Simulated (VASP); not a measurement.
Set up this calculation in VASP 6.6.1, as the native input.

- Task: single point
- Functional: r2SCAN
- Potentials or basis: VASP PAW PBE potentials, release 64 (Y_sv)
- Cutoff: 520 eV
- k mesh: 16 × 16 × 8
- Occupations: fermi-dirac, width 0.08 eV
- Spin: no spin polarisation
- Dipole correction: no
- Further INCAR settings: ALGO = Normal; EDIFF = 1e-06; NBANDS = 18

Y:

```xyz
2
Lattice="3.6535 0.0000 0.0000 -1.8268 3.1640 0.0000 0.0000 0.0000 5.6626" Properties=species:S:1:pos:R:3 pbc="T T T"
Y     0.0000    2.1094    1.4156
Y     1.8268    1.0547    4.2469
```

The input as run:

POSCAR

```
Y
1.0
    3.6535293127      0.0000000000      0.0000000000
   -1.8267646563      3.1640491982      0.0000000000
    0.0000000000      0.0000000000      5.6625608424
Y
2
Direct
    0.3333333333      0.6666666667      0.2500000000
    0.6666666667      0.3333333333      0.7500000000
```

INCAR.step1

```
  ALGO = Normal
  EDIFF = 1E-4
  ENCUT = 520
  GGA = PE
  ISMEAR = -1
  LASPH = T
  LCHARG = F
  LREAL = F
  LWAVE = T
  NBANDS = 18
  NELM = 60
  PREC = Accurate
  SIGMA = 0.08
```

INCAR.step2

```
  ALGO = Normal
  EDIFF = 1E-6
  ENCUT = 520
  ISIF = 2
  ISMEAR = -1
  ISTART = 1
  LASPH = T
  LCHARG = F
  LMIXTAU = T
  LREAL = F
  LWAVE = F
  METAGGA = R2SCAN
  NBANDS = 18
  NELM = 60
  PREC = Accurate
  SIGMA = 0.08
```

KPOINTS

```
k-points
0
Gamma
  16 16 8
```

Potentials or basis: VASP PAW PBE potentials, release 64 (Y_sv).

Launch:

```bash
$ cat potpaw_PBE.64/Y_sv/POTCAR > POTCAR
$ cp INCAR.step1 INCAR
$ mpirun -np 1 vasp_std > vasp.out
$ cp INCAR.step2 INCAR
$ mpirun -np 1 vasp_std > vasp.out
```

It gave:

| Item | Value |
| --- | --- |
| Pressure | 1.0 GPa |
| Band gap on the k mesh | zero (bands 11 and 12 overlap by 1.68 eV) |

Caveat: the PAW data sets were made with another functional, which shifts forces and pressure a little.

Run time: 8.7 min on 1 thread of Intel(R) Xeon(R) Platinum 8488C (Sapphire Rapids), on a shared host, peak memory 0.31 GiB.
